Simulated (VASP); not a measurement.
A run of VASP 6.6.1 is set up as follows.

Contents of POSCAR:

```
Ga
1.0
    2.7165137407      0.0000000000      0.0000000000
   -1.3582568703      2.3525699092      0.0000000000
    0.0000000000      0.0000000000      4.2028728621
Ga
2
Direct
    0.3333333333      0.6666666667      0.2500000000
    0.6666666667      0.3333333333      0.7500000000
```

Contents of INCAR.step1:

```
SYSTEM = Ga
PREC = Accurate
ENCUT = 600
ISMEAR = 0
SIGMA = 0.1
LREAL = .False.
LASPH = .True.
NELM = 80
GGA = PE
ALGO = Normal
EDIFF = 1E-4
LWAVE = .True.
LCHARG = .False.
```

Contents of INCAR.step2:

```
SYSTEM = Ga
PREC = Accurate
ENCUT = 600
EDIFF = 1E-6
ISMEAR = 0
SIGMA = 0.1
LREAL = .False.
LASPH = .True.
NELM = 80
ALGO = Normal
ISIF = 3
LWAVE = .False.
LCHARG = .False.
METAGGA = R2SCAN
LMIXTAU = .True.
IBRION = 2
NSW = 80
EDIFFG = -0.05
ISTART = 1
```

KPOINTS

```
regular mesh
0
Gamma
  12 12 6
  0 0 0
```

Potentials or basis: VASP PAW PBE potentials, release 64 (Ga_d).

Command:

```bash
$ cat potpaw_PBE.64/Ga_d/POTCAR > POTCAR
$ cp INCAR.step1 INCAR
$ mpirun -np 1 vasp_std > vasp.out
$ cp INCAR.step2 INCAR
$ mpirun -np 1 vasp_std > vasp.out
```

(1) What does it give for the space group after relaxing (to 0.1 Å)?

(2) What does it give for the relaxed volume?

(3) Predict the band gap on the k mesh.

(4) Predict the relaxed cell.

Answers

(1) P6_3/mmc (No. 194).

(2) 17.95 Å³/atom.

(3) zero (bands 13 and 14 overlap by 8.55 eV).

(4) a = 2.966 Å, b = 2.966 Å, c = 4.710 Å, α = 90.00°, β = 90.00°, γ = 120.00°.

Caveat: the volume moved by over 15 % at a fixed basis, so the end points are rough; the PAW data sets were made with another functional, which shifts forces and pressure a little.
